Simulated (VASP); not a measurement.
A run of VASP 6.6.1:

The input INCAR:

```
SYSTEM = Bi
  PREC = Accurate
  ENCUT = 520
  EDIFF = 1E-6
  ISMEAR = -1
  SIGMA = 0.1
  LREAL = .FALSE.
  LASPH = .TRUE.
  NELM = 60
  ALGO = Normal
  ISIF = 2
  LWAVE = .FALSE.
  LCHARG = .FALSE.
  GGA = B5
  ALDAX = 1.0
  AGGAX = 1.0
  AGGAC = 1.0
  ALDAC = 0.0
  NBANDS = 22
```

The input KPOINTS:

```
regular mesh
0
G
  8 8 8
  0 0 0
```

File POSCAR:

```
Bi
1.0
    0.0000000000      3.8645105077      3.8645105077
    3.8645105077      0.0000000000      3.8645105077
    3.8645105077      3.8645105077      0.0000000000
Bi
2
Direct
    0.1250000000      0.1250000000      0.1250000000
    0.8750000000      0.8750000000      0.8750000000
```

Potentials or basis: VASP PAW PBE potentials, release 64 (Bi_d).

Run with:

```console
$ cat potpaw_PBE.64/Bi_d/POTCAR > POTCAR
$ mpirun -np 1 vasp_std > vasp.out
```

Hardware: 1 thread of Intel(R) Xeon(R) Platinum 8488C (Sapphire Rapids), on a shared host.

**Question.** Estimate the wall time of this run.

**Answer.** It took 95 s on 1 thread of Intel(R) Xeon(R) Platinum 8488C (Sapphire Rapids) (shared host), peak memory 0.27 GiB. Counts: scf iterations 12, k points 29.
